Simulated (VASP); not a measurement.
# GdSn (Pm-3m) in VASP: a series of runs

GdSn is run at these levels: PBE+U; tasks: single point.

All numbers are computed with VASP 6.6.1; they aren't measurements. Logs are shortened: lines on timing, memory, paths and dates and some standing lists are left out, and cuts for length are marked.

**1. The cell of the first run**

Symmetry: Pm-3m, No. 221, cubic system. Conventional cell: a = 3.773 Å, b = 3.773 Å, c = 3.773 Å, α = 90.00°, β = 90.00°, γ = 90.00°. Gd (site symmetry m-3m) has 8 Sn at 3.27 Å and 6 Gd at 3.77 Å within 4.3 Å. Within 4.3 Å of Sn (site symmetry m-3m) lie 8 Gd at 3.27 Å and 6 Sn at 3.77 Å.

**2. Single point, PBE+U, collinear spin, ferromagnetic start (26.85 Å³/atom)**

INCAR

```
  ALGO = Normal
  EDIFF = 1E-6
  ENCUT = 520
  GGA = PE
  ISIF = 2
  ISMEAR = 0
  ISPIN = 2
  LASPH = True
  LCHARG = True
  LDAU = True
  LDAUJ = 0 0
  LDAUL = 3 -1
  LDAUPRINT = 1
  LDAUTYPE = 2
  LDAUU = 6 0
  LELF = True
  LMAXMIX = 6
  LORBIT = 11
  LREAL = False
  LVHAR = True
  LWAVE = False
  MAGMOM = 8.03 -0.01
  NBANDS = 27
  NELM = 150
  PREC = Accurate
  SIGMA = 0.05
```

KPOINTS

```
k-points
0
Gamma
  8 8 8
```

POSCAR

```
GdSn
1.0
    3.7729757662      0.0000000000      0.0000000000
    0.0000000000      3.7729757662      0.0000000000
    0.0000000000      0.0000000000      3.7729757662
Gd Sn
1 1
Direct
    0.0000000000      0.0000000000      0.0000000000
    0.5000000000      0.5000000000      0.5000000000
```

Potentials or basis: VASP PAW PBE potentials, release 64 (Gd, Sn_d).

Command:

```console
$ cat potpaw_PBE.64/Gd/POTCAR potpaw_PBE.64/Sn_d/POTCAR > POTCAR
$ mpirun -np 1 vasp_std > vasp.out
```

OUTCAR:

```text
EDIFF = 1E-6
   ENCUT = 520
   GGA = PE
   ISIF = 2
   ISMEAR = 0
   ISPIN = 2
   LASPH = True
   LORBIT = 11
   LREAL = False
   NELM = 150
   PREC = Accurate

 ion  position               nearest neighbor table
   1  0.000  0.000  0.000-   2 3.27   2 3.27   2 3.27   2 3.27   2 3.27   2 3.27   2 3.27   2 3.27

   2  0.500  0.500  0.500-   1 3.27   1 3.27   1 3.27   1 3.27   1 3.27   1 3.27   1 3.27   1 3.27

  LATTYP: Found a simple cubic cell.
 ALAT       =     3.7729757662

  Lattice vectors:

 A1 = (   3.7729757662,   0.0000000000,   0.0000000000)
 A2 = (   0.0000000000,   3.7729757662,   0.0000000000)
 A3 = (   0.0000000000,   0.0000000000,   3.7729757662)

Analysis of symmetry for initial positions (statically):
=====================================================================
 Subroutine PRICEL returns:
 Original cell was already a primitive cell.

 Routine SETGRP: Setting up the symmetry group for a
 simple cubic supercell.

 Subroutine GETGRP returns: Found 48 space group operations
 (whereof 48 operations were pure point group operations)
 out of a pool of 48 trial point group operations.

The static configuration has the point symmetry O_h .

Analysis of symmetry for dynamics (positions and initial velocities):
=====================================================================
 Subroutine PRICEL returns:
 Original cell was already a primitive cell.

 Routine SETGRP: Setting up the symmetry group for a
 simple cubic supercell.

 Subroutine GETGRP returns: Found 48 space group operations
 (whereof 48 operations were pure point group operations)
 out of a pool of 48 trial point group operations.

The dynamic configuration has the point symmetry O_h .

Analysis of structural, dynamic, and magnetic symmetry:
[... 187 lines left out ...]
  o =  0.9896  v =  0.0000 -0.0000 -0.0000  0.1556 -0.6049 -0.0000  0.7809  0.0000  0.0000  0.0000  0.0000  0.0000  0.0000  0.0000      0.0000  0.0000  0.0000  0.0000  0.0000  0.0000  0.0000  0.0000  0.0000  0.0000  0.0000  0.0000  0.0000  0.0000
  o =  0.9896  v = -0.7906 -0.0000 -0.6124  0.0000  0.0000 -0.0000 -0.0000  0.0000  0.0000  0.0000  0.0000  0.0000  0.0000  0.0000      0.0000  0.0000  0.0000  0.0000  0.0000  0.0000  0.0000  0.0000  0.0000  0.0000  0.0000  0.0000  0.0000  0.0000
  o =  0.9905  v =  0.0000  0.0000 -0.0000  0.0000 -0.0004  1.0000 -0.0003  0.0000  0.0000  0.0000  0.0000  0.0000  0.0000  0.0000      0.0000  0.0000  0.0000  0.0000  0.0000  0.0000  0.0000  0.0000  0.0000  0.0000  0.0000  0.0000  0.0000  0.0000
  o =  0.9905  v =  0.0000  0.0000 -0.0000 -0.0000 -0.7906 -0.0005 -0.6124  0.0000  0.0000  0.0000  0.0000  0.0000  0.0000  0.0000      0.0000  0.0000  0.0000  0.0000  0.0000  0.0000  0.0000  0.0000  0.0000  0.0000  0.0000  0.0000  0.0000  0.0000
  o =  0.9905  v =  0.6124 -0.0000 -0.7906  0.0000  0.0000 -0.0000 -0.0000  0.0000  0.0000  0.0000  0.0000  0.0000  0.0000  0.0000      0.0000  0.0000  0.0000  0.0000  0.0000  0.0000  0.0000  0.0000  0.0000  0.0000  0.0000  0.0000  0.0000  0.0000
  o =  0.9906  v =  0.0000 -1.0000  0.0000  0.0000 -0.0000  0.0000 -0.0000  0.0000  0.0000  0.0000  0.0000  0.0000  0.0000  0.0000      0.0000  0.0000  0.0000  0.0000  0.0000  0.0000  0.0000  0.0000  0.0000  0.0000  0.0000  0.0000  0.0000  0.0000

 number of electron      31.9999993 magnetization       7.4963555

 Free energy of the ion-electron system (eV)
  ---------------------------------------------------
  ext. energy  EPLUGINS =         0.00000000
  ---------------------------------------------------
  free energy    TOTEN  =       -16.35612076 eV

  energy without entropy =      -16.35249019  energy(sigma->0) =      -16.35430548

 E-fermi :   6.3123     XC(G=0): -10.6815

 val. band max:        6.3081721604   @ k =   0.2500   0.2500   0.1250
 cond. band min:       6.3319283126   @ k =   0.2500   0.1250   0.1250
 fundamental gap:      0.0237561522
 Fermi energy:         6.3122637694

 spin component 1

 k-point     1 :       0.0000    0.0000    0.0000
  band No.  band energies     occupation
      1     -39.3362      1.00000
      2     -16.5928      1.00000
      3     -16.5928      1.00000
      4     -16.5928      1.00000
      5     -14.7970      1.00000
      6     -14.7970      1.00000
[... 1433 lines left out ...]
     26      12.9807      0.00000
     27      15.4195      0.00000

 [... further k-points ...]

------------------------ aborting loop because EDIFF is reached ----------------------------------------

  FORCE on cell =-STRESS in cart. coord.  units (eV):
  Direction    XX          YY          ZZ          XY          YZ          ZX
  --------------------------------------------------------------------------------------
  -------------------------------------------------------------------------------------
  Total        0.9031093      0.9031093      0.9031093     -0.0000000     -0.0000000      0.0000000
  in kB       26.9400785     26.9400785     26.9400785     -0.0000000     -0.0000000      0.0000000
  external PRESSURE =      26.9400785 kB  Pullay stress =       0.0000000 kB

 VOLUME and BASIS-vectors are now :
 -----------------------------------------------------------------------------
  energy-cutoff  :      520.00
  volume of cell :       53.71
      direct lattice vectors                 reciprocal lattice vectors
     3.772975766  0.000000000  0.000000000     0.265042784  0.000000000  0.000000000
     0.000000000  3.772975766  0.000000000     0.000000000  0.265042784  0.000000000
     0.000000000  0.000000000  3.772975766     0.000000000  0.000000000  0.265042784

 POSITION                                       TOTAL-FORCE (eV/Angst)
 -----------------------------------------------------------------------------------
      0.00000      0.00000      0.00000         0.000000      0.000000      0.000000
      1.88649      1.88649      1.88649         0.000000      0.000000      0.000000
 -----------------------------------------------------------------------------------
    total drift:                                0.000000      0.000000      0.000000

  FREE ENERGIE OF THE ION-ELECTRON SYSTEM (eV)
  ---------------------------------------------------
  free  energy   TOTEN  =       -16.3561207625 eV

  energy  without entropy=      -16.3524901901  energy(sigma->0) =      -16.35430548

 total charge

# of ion       s       p       d       f       tot
--------------------------------------------------
    1        2.041   5.596   0.609   6.944  15.191
    2        1.195   1.204   9.957   0.000  12.356
--------------------------------------------------
tot          3.237   6.800  10.566   6.944  27.547

 magnetization (x)

# of ion       s       p       d       f       tot
--------------------------------------------------
    1        0.003  -0.083   0.201   6.907   7.029
    2       -0.011  -0.019   0.007   0.000  -0.023
--------------------------------------------------
tot         -0.007  -0.102   0.208   6.907   7.006
```

OSZICAR:

```text
N       E                     dE             d eps       ncg     rms          rms(c)
DAV:   1     0.240045822110E+03    0.24005E+03   -0.12875E+04  5159   0.574E+03
DAV:   2     0.291204907061E+02   -0.21093E+03   -0.18550E+03  4955   0.556E+02
DAV:   3    -0.788226150228E+01   -0.37003E+02   -0.36310E+02  5694   0.161E+02
DAV:   4    -0.110878924255E+02   -0.32056E+01   -0.31758E+01  6999   0.407E+01
DAV:   5    -0.113670664662E+02   -0.27917E+00   -0.27871E+00  7024   0.123E+01    0.356E+01
DAV:   6    -0.162107509550E+02   -0.48437E+01   -0.12379E+01  4923   0.130E+02    0.619E+01
DAV:   7    -0.161879440398E+02    0.22807E-01   -0.84592E-01  5840   0.954E+00    0.512E+01
DAV:   8    -0.161866611508E+02    0.12829E-02   -0.57502E-02  6352   0.399E+00    0.389E+01
DAV:   9    -0.163536534686E+02   -0.16699E+00   -0.27528E-01  5460   0.105E+01    0.110E+01
DAV:  10    -0.163562612607E+02   -0.26078E-02   -0.55281E-02  6362   0.185E+00    0.821E+00
DAV:  11    -0.163560336945E+02    0.22757E-03   -0.16424E-03  5866   0.283E-01    0.750E+00
DAV:  12    -0.163558090370E+02    0.22466E-03   -0.40211E-04  6008   0.395E-01    0.605E+00
DAV:  13    -0.163560904377E+02   -0.28140E-03   -0.15812E-03  6168   0.561E-01    0.181E+00
DAV:  14    -0.163561223866E+02   -0.31949E-04   -0.25214E-04  6378   0.266E-01    0.153E-01
DAV:  15    -0.163561233020E+02   -0.91542E-06   -0.55115E-05  6421   0.696E-02    0.875E-02
DAV:  16    -0.163561206436E+02    0.26584E-05   -0.13836E-05  5991   0.600E-02    0.116E-01
DAV:  17    -0.163561207625E+02   -0.11881E-06   -0.31659E-06  4706   0.304E-02
   1 F= -.16356121E+02 E0= -.16354305E+02  d E =-.363057E-02  mag=     7.4960
```

It took 2.5 min on 1 thread of Oxide Virtual Turin-like, shared host; peak memory 0.21 GiB.

What came out:

| Property | Result |
| --- | --- |
| Free energy | -16.3561 eV |
| Pressure | 2.7 GPa |
| Net moment | 7.50 μB per cell |
| Site moments | Gd +7.03; Sn -0.02 μB |
| Valence electrons inside the program's atomic spheres | Gd 15.19; Sn 12.36 |

Eigenvalues of the final occupation matrices:
```
    site  spin  trace                         eigenvalues
site 1 f     1   6.93  0.99 0.99 0.99 0.99 0.99 0.99 0.99
site 1 f     2   0.02  0.00 0.00 0.00 0.00 0.00 0.00 0.01
```

Caveat: spin-orbit coupling is left out, which moves the levels of the heavy elements. The state reached can hang on the start; a lower one may exist.

**3. Single point, PBE+U, collinear spin, ferromagnetic start (27.41 Å³/atom)**

This run uses another cell than the first one, of 27.41 Å³/atom.

INCAR

```
SYSTEM = GdSn
PREC = Accurate
ENCUT = 520
EDIFF = 1E-7
ISMEAR = 0
SIGMA = 0.05
LREAL = .FALSE.
LASPH = .TRUE.
NELM = 150
ALGO = Normal
ISIF = 2
LWAVE = .FALSE.
LCHARG = .TRUE.
ISPIN = 2
MAGMOM = 8.03 -0.01
LORBIT = 11
LMAXMIX = 6
LDAU = .TRUE.
LDAUTYPE = 2
LDAUL = 3 -1
LDAUU = 6 0
LDAUJ = 0 0
LDAUPRINT = 1
GGA = PE
LELF = .TRUE.
LVHAR = .TRUE.
NBANDS = 27
```

KPOINTS

```
Automatic mesh
0
G
  8 8 8
  0 0 0
```

POSCAR

```
GdSn
1.0
    3.7989971110      0.0000000000      0.0000000000
    0.0000000000      3.7989971110      0.0000000000
    0.0000000000      0.0000000000      3.7989971110
Gd Sn
1 1
Direct
    0.0000000000      0.0000000000      0.0000000000
    0.5000000000      0.5000000000      0.5000000000
```

Potentials or basis: VASP PAW PBE potentials, release 64 (Gd, Sn_d).

Command:

```console
$ cat potpaw_PBE.64/Gd/POTCAR potpaw_PBE.64/Sn_d/POTCAR > POTCAR
$ mpirun -np 1 vasp_std > vasp.out
```

OUTCAR:

```text
SYSTEM = GdSn
   PREC = Accurate
   ENCUT = 520
   EDIFF = 1E-7
   ISMEAR = 0
   LREAL = .FALSE.
   LASPH = .TRUE.
   NELM = 150
   ISIF = 2
   ISPIN = 2
   LORBIT = 11
   GGA = PE

 ion  position               nearest neighbor table
   1  0.000  0.000  0.000-   2 3.29   2 3.29   2 3.29   2 3.29   2 3.29   2 3.29   2 3.29   2 3.29

   2  0.500  0.500  0.500-   1 3.29   1 3.29   1 3.29   1 3.29   1 3.29   1 3.29   1 3.29   1 3.29

  LATTYP: Found a simple cubic cell.
 ALAT       =     3.7989971110

  Lattice vectors:

 A1 = (   3.7989971110,   0.0000000000,   0.0000000000)
 A2 = (   0.0000000000,   3.7989971110,   0.0000000000)
 A3 = (   0.0000000000,   0.0000000000,   3.7989971110)

Analysis of symmetry for initial positions (statically):
=====================================================================
 Subroutine PRICEL returns:
 Original cell was already a primitive cell.

 Routine SETGRP: Setting up the symmetry group for a
 simple cubic supercell.

 Subroutine GETGRP returns: Found 48 space group operations
 (whereof 48 operations were pure point group operations)
 out of a pool of 48 trial point group operations.

The static configuration has the point symmetry O_h .

Analysis of symmetry for dynamics (positions and initial velocities):
=====================================================================
 Subroutine PRICEL returns:
 Original cell was already a primitive cell.

 Routine SETGRP: Setting up the symmetry group for a
 simple cubic supercell.

 Subroutine GETGRP returns: Found 48 space group operations
[... 197 lines left out ...]
  o =  0.9905  v =  0.0001 -0.0000 -0.0002  0.0000 -0.7906 -0.0000 -0.6124  0.0000  0.0000  0.0000  0.0000  0.0000  0.0000  0.0000      0.0000  0.0000  0.0000  0.0000  0.0000  0.0000  0.0000  0.0000  0.0000  0.0000  0.0000  0.0000  0.0000  0.0000
  o =  0.9907  v =  0.0000 -1.0000 -0.0000 -0.0000  0.0000  0.0000  0.0000  0.0000  0.0000  0.0000  0.0000  0.0000  0.0000  0.0000      0.0000  0.0000  0.0000  0.0000  0.0000  0.0000  0.0000  0.0000  0.0000  0.0000  0.0000  0.0000  0.0000  0.0000

 number of electron      31.9999993 magnetization       7.4739569

 Free energy of the ion-electron system (eV)
  ---------------------------------------------------
  ext. energy  EPLUGINS =         0.00000000
  ---------------------------------------------------
  free energy    TOTEN  =       -16.37097701 eV

  energy without entropy =      -16.36736454  energy(sigma->0) =      -16.36917078

 E-fermi :   6.1353     XC(G=0): -10.5840

 val. band max:        6.1222778284   @ k =   0.2500   0.2500   0.1250
 cond. band min:       6.1395038679   @ k =   0.3750   0.1250   0.1250
 fundamental gap:      0.0172260394
 Fermi energy:         6.1353352023

 spin component 1

 k-point     1 :       0.0000    0.0000    0.0000
  band No.  band energies     occupation
      1     -39.5724      1.00000
      2     -16.8257      1.00000
      3     -16.8257      1.00000
      4     -16.8257      1.00000
      5     -14.9571      1.00000
      6     -14.9571      1.00000
[... 1433 lines left out ...]
     26      12.6421      0.00000
     27      15.1088      0.00000

 [... further k-points ...]

------------------------ aborting loop because EDIFF is reached ----------------------------------------

  FORCE on cell =-STRESS in cart. coord.  units (eV):
  Direction    XX          YY          ZZ          XY          YZ          ZX
  --------------------------------------------------------------------------------------
  -------------------------------------------------------------------------------------
  Total        0.4672137      0.4672137      0.4672137      0.0000000      0.0000000     -0.0000000
  in kB       13.6527232     13.6527232     13.6527232      0.0000000      0.0000000     -0.0000000
  external PRESSURE =      13.6527232 kB  Pullay stress =       0.0000000 kB

 VOLUME and BASIS-vectors are now :
 -----------------------------------------------------------------------------
  energy-cutoff  :      520.00
  volume of cell :       54.83
      direct lattice vectors                 reciprocal lattice vectors
     3.798997111  0.000000000  0.000000000     0.263227365  0.000000000  0.000000000
     0.000000000  3.798997111  0.000000000     0.000000000  0.263227365  0.000000000
     0.000000000  0.000000000  3.798997111     0.000000000  0.000000000  0.263227365

 POSITION                                       TOTAL-FORCE (eV/Angst)
 -----------------------------------------------------------------------------------
      0.00000      0.00000      0.00000         0.000000      0.000000      0.000000
      1.89950      1.89950      1.89950         0.000000      0.000000      0.000000
 -----------------------------------------------------------------------------------
    total drift:                                0.000000      0.000000      0.000000

  FREE ENERGIE OF THE ION-ELECTRON SYSTEM (eV)
  ---------------------------------------------------
  free  energy   TOTEN  =       -16.3709770094 eV

  energy  without entropy=      -16.3673645425  energy(sigma->0) =      -16.36917078

 total charge

# of ion       s       p       d       f       tot
--------------------------------------------------
    1        2.041   5.595   0.597   6.944  15.177
    2        1.195   1.190   9.955   0.000  12.339
--------------------------------------------------
tot          3.236   6.785  10.552   6.944  27.516

 magnetization (x)

# of ion       s       p       d       f       tot
--------------------------------------------------
    1        0.003  -0.084   0.195   6.909   7.023
    2       -0.011  -0.023   0.007   0.000  -0.027
--------------------------------------------------
tot         -0.008  -0.107   0.202   6.909   6.996
```

stdout:

```text
POSCAR found type information on POSCAR GdSn
 POSCAR found :  2 types and       2 ions
 scaLAPACK will be used
 LDA part: xc-table for (Slater+PW92), standard interpolation
 POSCAR, INCAR and KPOINTS ok, starting setup
 FFT: planning ... GRIDC
 FFT: planning ... GRID_SOFT
 FFT: planning ... GRID
 WAVECAR not read
 entering main loop
```

Run time: 3 min. Hardware: 1 thread of Oxide Virtual Turin-like, shared host; peak memory 0.21 GiB.

Results:

| Property | Result |
| --- | --- |
| Free energy | -16.3710 eV |
| Pressure | 1.4 GPa |
| Net moment | 7.47 μB per cell |
| Site moments | Gd +7.02; Sn -0.03 μB |
| Valence electrons inside the program's atomic spheres | Gd 15.18; Sn 12.34 |

Levels at points of the mesh, in eV from the Fermi level:
Spin up:
```tsv
k point	band 18	band 19	band 20	band 21	band 22	band 23
(0.00, 0.00, 0.00)	-1.02	-1.02	1.68	1.68	1.68	3.11
(0.50, 0.00, 0.00)	-4.86	-0.43	-0.27	-0.27	3.26	4.23
(0.50, 0.50, 0.00)	-2.23	-2.23	-1.13	1.57	1.57	3.45
(0.50, 0.50, 0.50)	-3.40	-3.40	-3.40	3.36	3.36	3.36
```
Spin down:
| k point | band 10 | band 11 | band 12 | band 13 | band 14 | band 15 |
| --- | --- | --- | --- | --- | --- | --- |
| (0.00, 0.00, 0.00) | -9.18 | -0.14 | -0.14 | 1.48 | 1.48 | 1.48 |
| (0.50, 0.00, 0.00) | -7.22 | -4.46 | 0.20 | 0.20 | 0.61 | 2.61 |
| (0.50, 0.50, 0.00) | -6.99 | -2.00 | -2.00 | -0.25 | 2.24 | 2.43 |
| (0.50, 0.50, 0.50) | -5.20 | -3.14 | -3.14 | -3.14 | 2.86 | 2.86 |

Eigenvalues of the final occupation matrices:
| site | spin | trace | eigenvalues |
| --- | --- | --- | --- |
| site 1 f | 1 | 6.93 | 0.99 0.99 0.99 0.99 0.99 0.99 0.99 |
| site 1 f | 2 | 0.02 | 0.00 0.00 0.00 0.00 0.00 0.00 0.01 |

Caveat: spin-orbit coupling is left out, which moves the levels of the heavy elements. The state reached can hang on the start; a lower one may exist.

[end of part 1 of 2]
